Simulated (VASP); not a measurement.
Set up this calculation in VASP 6.6.1, as the native input.

* Task: single point
* Functional: LDA
* Potentials or basis: VASP PAW LDA potentials, release 64 (Sn_d, Te)
* Cutoff: 520 eV
* k mesh: 10 × 10 × 10
* Occupations: gaussian, width 0.03 eV
* Spin: no spin polarisation
* Dipole correction: no
* Further INCAR settings: ALGO = Normal; EDIFF = 1e-07; NBANDS = 17

The structure of SnTe lies in POSCAR:

```
SnTe
1.0
    0.0000000000      3.1249350000      3.1565000000
    3.1565000000      0.0000000000      3.1565000000
    3.1565000000      3.1249350000      0.0000000000
Sn Te
1 1
Direct
    0.0000000000      0.0000000000      0.0000000000
    0.5000000000      0.5000000000      0.5000000000
```

This cell differs from its parent crystal: strain -0.0100 x Voigt [0, 1, 0, 0, 0, 0].

The input as run:

INCAR

```
PREC = Accurate
ENCUT = 520
EDIFF = 1E-7
ISMEAR = 0
SIGMA = 0.03
LREAL = F
LASPH = T
NELM = 80
ALGO = Normal
ISIF = 2
LWAVE = F
LCHARG = F
GGA = CA
NBANDS = 17
```

KPOINTS

```
Automatic mesh
0
Gamma
  10 10 10
```

Potentials or basis: VASP PAW LDA potentials, release 64 (Sn_d, Te).

Run with:

```console
$ cat potpaw_LDA.64/Sn_d/POTCAR potpaw_LDA.64/Te/POTCAR > POTCAR
$ mpirun -np 1 vasp_std > vasp.out
```

Results of the run:

```
Pressure               : -1.2 GPa
Band gap on the k mesh : 0.14 eV, direct
```

Caveat: the cell differs from its parent crystal (strain -0.0100 x Voigt [0, 1, 0, 0, 0, 0]); spin-orbit coupling is left out, which moves the levels of the heavy elements.

It took 54 s on 1 thread of Intel(R) Xeon(R) 6975P-C (Granite Rapids), on a shared host, peak memory 0.24 GiB.
